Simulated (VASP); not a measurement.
# Al in VASP: single point with PBE+D3(BJ)

Aim: the single point of Al with PBE+D3(BJ).

Everything below comes from runs of VASP 6.6.1. Logs are shortened: lines on timing, memory, paths and dates and some standing lists are left out, and cuts for length are marked.

### 1 The cell of the first run

The cell holds a slab with vacuum, 8 atoms: a = 4.203 Å, b = 4.203 Å, c = 29.373 Å, α = 90.00°, β = 90.00°, γ = 90.00°.

### 2 Single point, PBE+D3(BJ)

INCAR

```
SYSTEM = Al
  PREC = Accurate
  ENCUT = 400
  EDIFF = 1E-6
  ISMEAR = 1
  SIGMA = 0.1
  LREAL = .False.
  LASPH = .True.
  NELM = 120
  ALGO = Normal
  ISIF = 2
  LWAVE = .False.
  LCHARG = .False.
  LDIPOL = .True.
  IDIPOL = 3
  DIPOL = 0.5 0.5 0.690
  GGA = PE
  IVDW = 12
  NBANDS = 22
  GGA_COMPAT = .False.
  NELMDL = -8
```

KPOINTS

```
regular mesh
0
Gamma
  8 8 1
  0 0 0
```

POSCAR

```
Al
1.0
    4.2028681309      0.0000000000      0.0000000000
    0.0000000000      4.2028681309      0.0000000000
    0.0000000000      0.0000000000     29.3725279319
Al
8
Direct
    0.5000000000      0.5000000000      0.5641098518
    0.0000000000      0.0000000000      0.5979810215
    0.0000000000      0.5000000000      0.6587831413
    0.5000000000      0.0000000000      0.6587831413
    0.5000000000      0.5000000000      0.7246287704
    0.0000000000      0.0000000000      0.7265042703
    0.0000000000      0.5000000000      0.7930768504
    0.5000000000      0.0000000000      0.7930768504
```

Potentials or basis: VASP PAW PBE potentials, release 64 (Al).

Run with:

```bash
cat potpaw_PBE.64/Al/POTCAR > POTCAR
mpirun -np 1 vasp_std > vasp.out
```

OUTCAR:

```text
SYSTEM = Al
   PREC = Accurate
   ENCUT = 400
   EDIFF = 1E-6
   ISMEAR = 1
   LREAL = .False.
   LASPH = .True.
   NELM = 120
   ISIF = 2
   GGA = PE
   IVDW = 12
   NELMDL = -8
 IVDW          = 12

 ion  position               nearest neighbor table
   1  0.500  0.500  0.564-   2 3.13   2 3.13   2 3.13   2 3.13
   2  0.000  0.000  0.598-   3 2.76   4 2.76   3 2.76   4 2.76   1 3.13   1 3.13   1 3.13   1 3.13

   3  0.000  0.500  0.659-   2 2.76   2 2.76   5 2.86   5 2.86   6 2.89   6 2.89   4 2.97   4 2.97
                             4 2.97   4 2.97
   4  0.500  0.000  0.659-   2 2.76   2 2.76   5 2.86   5 2.86   6 2.89   6 2.89   3 2.97   3 2.97
                             3 2.97   3 2.97
   5  0.500  0.500  0.725-   3 2.86   4 2.86   4 2.86   3 2.86   7 2.91   8 2.91   8 2.91   7 2.91
                             6 2.97   6 2.97   6 2.97   6 2.97
   6  0.000  0.000  0.727-   7 2.87   8 2.87   7 2.87   8 2.87   3 2.89   3 2.89   4 2.89   4 2.89
                             5 2.97   5 2.97   5 2.97   5 2.97
   7  0.000  0.500  0.793-   6 2.87   6 2.87   5 2.91   5 2.91   8 2.97   8 2.97   8 2.97   8 2.97

   8  0.500  0.000  0.793-   6 2.87   6 2.87   5 2.91   5 2.91   7 2.97   7 2.97   7 2.97   7 2.97

  LATTYP: Found a simple tetragonal cell.
 ALAT       =     4.2028681309
 C/A-ratio  =     6.9886865391

  Lattice vectors:

 A1 = (   4.2028681309,   0.0000000000,   0.0000000000)
 A2 = (   0.0000000000,   4.2028681309,   0.0000000000)
 A3 = (   0.0000000000,   0.0000000000,  29.3725279319)

Analysis of symmetry for initial positions (statically):
=====================================================================
 Subroutine PRICEL returns:
 Original cell was already a primitive cell.

 Routine SETGRP: Setting up the symmetry group for a
 simple tetragonal supercell.

 Subroutine GETGRP returns: Found  8 space group operations
 (whereof  8 operations were pure point group operations)
 out of a pool of 16 trial point group operations.

The static configuration has the point symmetry C_4v.

Analysis of symmetry for dynamics (positions and initial velocities):
=====================================================================
 Subroutine PRICEL returns:
 Original cell was already a primitive cell.

 Routine SETGRP: Setting up the symmetry group for a
 simple tetragonal supercell.

 Subroutine GETGRP returns: Found  8 space group operations
 (whereof  8 operations were pure point group operations)
 out of a pool of 16 trial point group operations.

The dynamic configuration has the point symmetry C_4v.

 Subroutine INISYM returns: Found  8 space group operations
 (whereof  8 operations are pure point group operations),
 and found     1 'primitive' translations

----------------------------------------------------------------------------------------

                                     Primitive cell

  volume of cell :     518.8393

  direct lattice vectors                    reciprocal lattice vectors
     4.202868131  0.000000000  0.000000000     0.237932757  0.000000000  0.000000000
     0.000000000  4.202868131  0.000000000     0.000000000  0.237932757  0.000000000
     0.000000000  0.000000000 29.372527932     0.000000000  0.000000000  0.034045418

  length of vectors
     4.202868131  4.202868131 29.372527932     0.237932757  0.237932757  0.034045418

  position of ions in fractional coordinates (direct lattice)
     0.500000000  0.500000000  0.564109852
     0.000000000  0.000000000  0.597981021
     0.000000000  0.500000000  0.658783141
     0.500000000  0.000000000  0.658783141
     0.500000000  0.500000000  0.724628770
     0.000000000  0.000000000  0.726504270
     0.000000000  0.500000000  0.793076850
     0.500000000  0.000000000  0.793076850

  ion indices of the primitive-cell ions
   primitive index   ion index
                 1           1
                 2           2
                 3           3
                 4           4
                 5           5
                 6           6
                 7           7
                 8           8

----------------------------------------------------------------------------------------

 KPOINTS: regular mesh

Automatic generation of k-mesh.
 Grid dimensions read from file:
 generate k-points for:    8    8    1

 Generating k-lattice:

  Cartesian coordinates                     Fractional coordinates (reciprocal lattice)
     0.029741595  0.000000000  0.000000000     0.125000000  0.000000000  0.000000000
     0.000000000  0.029741595  0.000000000     0.000000000  0.125000000  0.000000000
     0.000000000  0.000000000  0.034045418     0.000000000  0.000000000  1.000000000

  Length of vectors
     0.029741595  0.029741595  0.034045418

  Shift w.r.t. Gamma in fractional coordinates (k-lattice)
     0.000000000  0.000000000  0.000000000

 Subroutine IBZKPT returns following result:
 ===========================================

 Found     15 irreducible k-points:

 Following reciprocal coordinates:
            Coordinates               Weight
  0.000000  0.000000  0.000000      1.000000
  0.125000  0.000000  0.000000      4.000000
  0.250000  0.000000  0.000000      4.000000
  0.375000  0.000000  0.000000      4.000000
  0.500000  0.000000  0.000000      2.000000
  0.125000  0.125000  0.000000      4.000000
  0.250000  0.125000  0.000000      8.000000
  0.375000  0.125000  0.000000      8.000000
  0.500000  0.125000  0.000000      4.000000
  0.250000  0.250000  0.000000      4.000000
  0.375000  0.250000  0.000000      8.000000
  0.500000  0.250000  0.000000      4.000000
  0.375000  0.375000  0.000000      4.000000
  0.500000  0.375000  0.000000      4.000000
  0.500000  0.500000  0.000000      1.000000
   k-points           NKPTS =     15   k-points in BZ     NKDIM =     15   number of bands    NBANDS=     22
   number of dos      NEDOS =    301   number of ions     NIONS =      8
   total plane-waves  NPLWV = 150528
   dimension x,y,z NGX =    28 NGY =   28 NGZ =  192
   dimension x,y,z NGXF=    56 NGYF=   56 NGZF=  384
   ions per type =               8
   NGX,Y,Z   is equivalent  to a cutoff of  11.08, 11.08, 10.87 a.u.
   NGXF,Y,Z  is equivalent  to a cutoff of  22.15, 22.15, 21.73 a.u.
 SYSTEM =  Al
   PREC   = accura    normal or accurate (medium, high low for compatibility)
   ISTART =      0    job   : 0-new  1-cont  2-samecut
   ICHARG =      2    charge: 1-file 2-atom 10-const
   ISPIN  =      1    spin polarized calculation?
   LNONCOLLINEAR =      F non collinear calculations
   LSORBIT =      F    spin-orbit coupling
   LASPH  =      T    aspherical Exc in radial PAW
   ENCUT  =  400.0 eV  29.40 Ry    5.42 a.u.   6.85  6.85 47.90*2*pi/ulx,y,z
   NELM   =    120;   NELMIN=  2; NELMDL= -8     # of ELM steps
   EDIFF  = 0.1E-05   stopping-criterion for ELM
   LREAL  =      F    real-space projection
[... 7 lines left out ...]
   TEBEG  =    0.0;   TEEND  =   0.0 temperature during run
   PSTRESS=    0.0 pullay stress
   NELECT =      24.0000    total number of electrons
   NUPDOWN=      -1.0000    fix difference up-down
   EMIN   =  10.00;   EMAX   =-10.00  energy-range for DOS
   EFERMI =   0.00;   METHOD = LEGACY
   ISMEAR =     1;   SIGMA  =   0.10  broadening in eV -4-tet -1-fermi 0-gaus
   EFERMI_NEDOS =   21; number of points for ismear=-14 and -15
   IALGO  =     38    algorithm
   IMIX   =      4    mixing-type and parameters
     AMIX     =   0.40;   BMIX     =  1.00
     AMIX_MAG =   1.60;   BMIX_MAG =  1.00
  volume/ion in A,a.u.               =      64.85       437.66
  Fermi-wavevector in a.u.,A,eV,Ry     =   0.587671  1.110537  4.698871  0.345357
  Thomas-Fermi vector in A             =   1.634636
   LORBIT       =      0    0 simple, 1 ext, 2 COOP (PROOUT), +10 PAW based schemes
   GGA     = PE    functional components
   LHFCALC =     F    Hartree Fock is set to
   AEXX    =    0.0000 exact exchange contribution
   IVDW    =    12    specifies the selected vdW correction
   LEPSILON=     F    determine dielectric tensor
   LRPA    =     F    only Hartree local field effects (RPA)
 non-spin polarized calculation
 Methfessel and Paxton  Order N= 1 SIGMA  =   0.10
  energy-cutoff  :      400.00
  volume of cell :      518.84
 maximum number of plane-waves:      9470
 NGX is ok and might be reduce to    28
   NGX = 13   NGY = 13   NGZ = 95

 dipolmoment           0.000000      0.000000     -0.133198 electrons x Angstroem

 number of electron      24.0000001 magnetization

 dipolmoment           0.000000      0.000000      0.031065 electrons x Angstroem

 Free energy of the ion-electron system (eV)
  ---------------------------------------------------
  ext. energy  EPLUGINS =         0.00000000
  ---------------------------------------------------
  free energy    TOTEN  =       -27.07077826 eV

  energy without entropy =      -27.06368688  energy(sigma->0) =      -27.06841447

 E-fermi :  -0.9999     XC(G=0):  -3.4649

 val. band max:       -1.0088975498   @ k =   0.3750   0.2500   0.0000
 cond. band min:      -0.9907966693   @ k =   0.5000   0.5000   0.0000
 fundamental gap:      0.0181008805
 Fermi energy:        -0.9998814346

 k-point     1 :       0.0000    0.0000    0.0000
  band No.  band energies     occupation
      1     -11.2021      2.00000
      2      -9.5442      2.00000
      3      -7.5548      2.00000
      4      -5.1330      2.00000
      5      -3.5534      2.00000
      6      -3.5534      2.00000
[... 14 lines left out ...]
     21       2.2191      0.00000
     22       2.9906      0.00000

 k-point     2 :       0.1250    0.0000    0.0000
  band No.  band energies     occupation
      1     -11.0720      2.00000
      2      -9.4163      2.00000
      3      -7.4278      2.00000
      4      -5.0965      2.00000
      5      -4.8790      2.00000
      6      -3.4330      2.00000
[... 317 lines left out ...]
 k-point    15 :       0.5000    0.5000    0.0000
  band No.  band energies     occupation
      1      -7.2858      2.00000
      2      -7.1063      2.00000
      3      -7.1063      2.00000
      4      -6.8860      2.00000
      5      -5.7900      2.00000
      6      -5.4689      2.00000
[... 14 lines left out ...]
     21       3.7841      0.00000
     22       4.5148      0.00000

------------------------ aborting loop because EDIFF is reached ----------------------------------------

 vacuum level on the upper side and lower side of the slab       (xc-potential included)         0.050        -0.260

 Edisp (eV)   -1.85071

 E8    (eV) :    -0.8609

  FORCE on cell =-STRESS in cart. coord.  units (eV):
  Direction    XX          YY          ZZ          XY          YZ          ZX
  --------------------------------------------------------------------------------------
  -------------------------------------------------------------------------------------
  Total      -9.31745    -9.31745    -1.44235     0.00000     0.00000    -0.00000
  in kB     -28.77232   -28.77232    -4.45398     0.00000     0.00000    -0.00000
  external pressure =      -20.67 kB  Pullay stress =        0.00 kB

 VOLUME and BASIS-vectors are now :
 -----------------------------------------------------------------------------
  energy-cutoff  :      400.00
  volume of cell :      518.84
      direct lattice vectors                 reciprocal lattice vectors
     4.202868131  0.000000000  0.000000000     0.237932757  0.000000000  0.000000000
     0.000000000  4.202868131  0.000000000     0.000000000  0.237932757  0.000000000
     0.000000000  0.000000000 29.372527932     0.000000000  0.000000000  0.034045418

 POSITION                                       TOTAL-FORCE (eV/Angst)
 -----------------------------------------------------------------------------------
      2.10143      2.10143     16.56933         0.000000     -0.000000      0.855126
      0.00000      0.00000     17.56421         0.000000     -0.000000     -0.596443
      0.00000      2.10143     19.35013         0.000000      0.000000     -0.096696
      2.10143      0.00000     19.35013         0.000000      0.000000     -0.096696
      2.10143      2.10143     21.28418         0.000000     -0.000000     -0.009066
      0.00000      0.00000     21.33927         0.000000      0.000000     -0.066072
      0.00000      2.10143     23.29467         0.000000      0.000000      0.004924
      2.10143      0.00000     23.29467         0.000000      0.000000      0.004924
 -----------------------------------------------------------------------------------
    total drift:                               -0.000000      0.000000     -0.000003

  FREE ENERGIE OF THE ION-ELECTRON SYSTEM (eV)
  ---------------------------------------------------
  free  energy   TOTEN  =       -28.9214876039 eV

  energy  without entropy=      -28.9143962245  energy(sigma->0) =      -28.91912381

 vacuum level on the upper side and lower side of the slab         3.239         2.923
```

Run time: 99 s. Hardware: 1 thread of Intel Xeon 6975P-C (Granite Rapids), shared host; peak memory 0.41 GiB.

Results:

```
Free energy                : -28.9215 eV
Largest force              : 0.855 eV/Å
Band gap on the k mesh     : zero (bands 12 and 13 overlap by 1.10 eV)
Dispersion energy per atom : -0.231 eV
```

Forces on the atoms (eV/Å):
```
Al   0.000  0.000  0.855
Al   0.000  0.000 -0.596
Al   0.000  0.000 -0.097
Al   0.000  0.000 -0.097
Al   0.000  0.000 -0.009
Al   0.000  0.000 -0.066
Al   0.000  0.000  0.005
Al   0.000  0.000  0.005
```

Levels at points of the mesh, in eV from the Fermi level:
| k point | band 10 | band 11 | band 12 | band 13 | band 14 | band 15 |
| --- | --- | --- | --- | --- | --- | --- |
| (0.00, 0.00, 0.00) | -0.97 | -0.97 | 0.17 | 0.36 | 0.94 | 0.94 |
| (0.50, 0.00, 0.00) | -0.51 | -0.14 | 0.22 | 0.62 | 0.67 | 0.69 |
| (0.50, 0.50, 0.00) | -2.48 | -2.42 | -2.42 | 0.01 | 0.02 | 0.02 |
